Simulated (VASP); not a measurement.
Here is a VASP 6.6.1 calculation.

The input INCAR:

```
PREC = Accurate ; ENCUT = 520
EDIFF = 1E-6 ; ISMEAR = -1
SIGMA = 0.05 ; LREAL = Auto
LASPH = True ; NELM = 80
ALGO = Normal ; ISIF = 2
LWAVE = False ; LCHARG = False
GGA = PE ; NBANDS = 52
```

File KPOINTS:

```
Automatic mesh
0
Gamma
  2 2 2
```

Contents of POSCAR:

```
TiSi16
1.0
    0.0000000000      5.4300000000      5.4300000000
    5.4300000000      0.0000000000      5.4300000000
    5.4300000000      5.4300000000      0.0000000000
Si Ti
16 1
Direct
    0.0032603544      0.0031428187     -0.0034596975
    0.1236389360      0.1228109066      0.1294652799
    0.0001322625     -0.0008573685      0.5000983226
    0.1236597700      0.1227175561      0.6236268971
    0.0038531550      0.4956990064     -0.0033072762
    0.1370821320      0.6207060843      0.1210892032
    0.0036658786      0.4955745498      0.5036699680
    0.1237279093      0.6284903436      0.6237052678
    0.4965612956      0.0034466636     -0.0034722521
    0.6210006587      0.1367993094      0.1209827063
    0.4965767815      0.0031209256      0.5032428386
    0.6294994221      0.1228033980      0.6236092071
    0.5000952267      0.4998927812      0.0001027151
    0.6210761298      0.6208762069      0.1210772570
    0.4967163558      0.4956887950      0.5038485123
    0.6210937624      0.6206925546      0.6370853207
    0.7501168693      0.7494520688      0.2501006302
```

Potentials or basis: VASP PAW PBE potentials, release 64 (Si, Ti_sv).

Launch:

```console
$ cat potpaw_PBE.64/Si/POTCAR potpaw_PBE.64/Ti_sv/POTCAR > POTCAR
$ mpirun -np 1 vasp_std > vasp.out
```

(1) Estimate the largest force.

(2) Predict the band gap on the k mesh.

(3) Predict the pressure.

## Answers

(1) 0.027 eV/Å.

(2) zero (band 38 reaches 6.97 eV, above the bottom of band 39 at 6.53 eV).

(3) 4.0 GPa.

Caveat: the k points lie up to 0.50 Å⁻¹ apart.
